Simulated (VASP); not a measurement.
Wanted: the native input for a VASP 6.6.1 run.

```
Task                   : single point
Functional             : PBEsol
Potentials or basis    : VASP PAW PBE potentials, release 64 (Mo_sv, In_d, As)
Cutoff                 : 500 eV
k mesh                 : 3 × 3 × 3
Occupations            : gaussian, width 0.05 eV
Spin                   : no spin polarisation
Dipole correction      : no
Further INCAR settings : ALGO = Normal; EDIFF = 1e-06; NBANDS = 86
```

The structure of In7MoAs8 lies in POSCAR:

```
In7MoAs8
1.0
    0.0000000000      6.0580000000      6.0580000000
    6.0580000000      0.0000000000      6.0580000000
    6.0580000000      6.0580000000      0.0000000000
Mo In As
1 7 8
Direct
    0.9996520711      0.9995737530      0.9994972420
    0.0000220912      0.9995557876      0.4995573686
    0.9997145000      0.4999287414      0.9996467551
    0.9998689700      0.4996955062      0.4997281776
    0.4996122056      0.9998126667      0.9992622033
    0.5001966505      0.9995113135      0.4993372639
    0.5004313956      0.5000165266      0.9989813362
    0.4998138715      0.4995941519      0.4993002140
    0.1194580575      0.1197448357      0.1193788150
    0.1200261062      0.1195700915      0.6396489586
    0.1201459719      0.6397700241      0.1195163477
    0.1251510753      0.6245140360      0.6246223380
    0.6399925630      0.1197831437      0.1191309812
    0.6249165954      0.1249180814      0.6241923701
    0.6247779861      0.6248265557      0.1247022704
    0.6248932624      0.6245019527      0.6240482953
```

One way to write it, as run:

INCAR

```
SYSTEM = In7MoAs8
ALGO = Normal
EDIFF = 1E-6
ENCUT = 500
GGA = PS
GGA_COMPAT = .FALSE.
ISIF = 2
ISMEAR = 0
LASPH = .TRUE.
LCHARG = .FALSE.
LREAL = .FALSE.
LWAVE = .FALSE.
NBANDS = 86
NELM = 120
PREC = Accurate
SIGMA = 0.05
```

KPOINTS

```
k-points
0
G
  3 3 3
  0 0 0
```

Potentials or basis: VASP PAW PBE potentials, release 64 (Mo_sv, In_d, As).

Launch:

```bash
$ cat potpaw_PBE.64/Mo_sv/POTCAR potpaw_PBE.64/In_d/POTCAR potpaw_PBE.64/As/POTCAR > POTCAR
$ mpirun -np 1 vasp_std > vasp.out
```

Results of the run:

```yaml
Pressure: -0.7 GPa
Largest_force: 0.712 eV/Å
```

Caveat: the PAW data sets were made with another functional, which shifts forces and pressure a little.

Wall time 23 min on 1 thread of Intel Xeon 8259CL, on a shared host, peak memory 0.8 GiB.
